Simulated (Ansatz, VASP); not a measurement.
**SiGe in VASP and in Ansatz**

```
Ge Si
1.0
     4.18126    0.00000    0.00000
    -2.09063    3.62108    0.00000
     0.00000    0.00000    5.52070
Ge Si
2 2
Direct
  0.33333 0.66667 0.25000
  0.66667 0.33333 0.75000
  0.66667 0.33333 0.25000
  0.33333 0.66667 0.75000
```

Alike in both runs: task single point; functional PBE; k mesh 6 × 6 × 4; no spin polarisation.

|  | VASP | Ansatz |
| --- | --- | --- |
| version | VASP 6.6.1 | Ansatz 0.2.0 |
| potentials or method | VASP PAW PBE potentials, release 64 (Ge_d, Si) | plane waves |
| plane-wave cutoff (eV) | 500 | 420 |
| occupations | methfessel-paxton of order 1, width 0.05 eV | cold, width 0.05 eV |
| valence electrons in the cell | 36 | 36 |

|  | VASP | Ansatz | Ansatz less VASP |
| --- | --- | --- | --- |
| pressure (GPa) | 1.8 | 1.9 | +0.03 |
| traceless stress, the component that is largest in VASP (GPa) | -0.90 | -0.87 | +0.032 |
